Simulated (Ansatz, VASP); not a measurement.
Given: the input of a run of Ansatz 0.2.0 on Sb.

The input input.yaml:

```yaml
crystal:
  lattice:
    - [3.3986760653, 0.0, 0.0]
    - [-1.6993380327, 2.9433398118, 0.0]
    - [0.0, 0.0, 5.542144703]
  atoms:
    - { symbol: Sb, position: [0.6666666667, 0.3333333333, 0.75] }
    - { symbol: Sb, position: [0.3333333333, 0.6666666667, 0.25] }
kpoints:
  mp_grid: { grid: [9, 9, 5] }
scf:
  occupations: { method: fermi_dirac, width: 0.05 }
hamiltonian:
  xc: lda
  pseudopotentials: { kind: all_electron, lapw: { basis_error: 0.001 } }
output:
  forces: true
  stress: true
  eigenvalues: true
```

Potentials or basis: all-electron LAPW, scalar-relativistic.

The run is started by

```console
$ ansatz run input.yaml --threads 1 --pin off --max-ram 3072MiB --backend cpu --events-out ev --progress --plain --runs-dir out
```

Q: Set up the same calculation for VASP 6.6.1. Potentials there: VASP PAW LDA potentials, release 64 (Sb).

A: As run (the cutoff follows the program's own potentials):

INCAR

```
PREC     = Accurate       # precision mode
ENCUT    = 520            # plane-wave cutoff, eV
EDIFF    = 1E-6           # SCF threshold, eV
ISMEAR   = -1             # smearing method
SIGMA    = 0.05           # smearing width, eV
LREAL    = F              # projectors in reciprocal space
LASPH    = T              # aspherical terms in the spheres
NELM     = 80             # most SCF steps
ALGO     = Normal         # electronic algorithm
ISIF     = 2              # what is computed and relaxed
LWAVE    = F              # write WAVECAR
LCHARG   = F              # write CHGCAR
NBANDS   = 12             # bands
```

Contents of KPOINTS:

```
Automatic mesh
0
Gamma
  9 9 5
```

POSCAR

```
Sb
1.0
    3.3986760653      0.0000000000      0.0000000000
   -1.6993380327      2.9433398118      0.0000000000
    0.0000000000      0.0000000000      5.5421447030
Sb
2
Direct
    0.6666666667      0.3333333333      0.7500000000
    0.3333333333      0.6666666667      0.2500000000
```

Potentials or basis: VASP PAW LDA potentials, release 64 (Sb).

Run with:

```sh
$ cat potpaw_LDA.64/Sb/POTCAR > POTCAR
$ mpirun -np 1 vasp_std > vasp.out
```

Both were run:

|  | VASP | Ansatz | Ansatz less VASP |
| --- | --- | --- | --- |
| gap on the k mesh at the Fermi level (eV) | none | none | - |
| pressure (GPa) | -4.8 | -4.8 | -0.01 |
| traceless stress, the component that is largest in VASP (GPa) | -0.25 | -0.25 | +0.002 |

LDA's correlation is that of Perdew and Zunger in VASP and of Perdew and Wang (1992) in Ansatz. A gap of «none» marks a metal or a gap that the smearing closes. Ansatz ran all-electron here, and VASP with PAW potentials.

Spin-orbit coupling is off throughout.
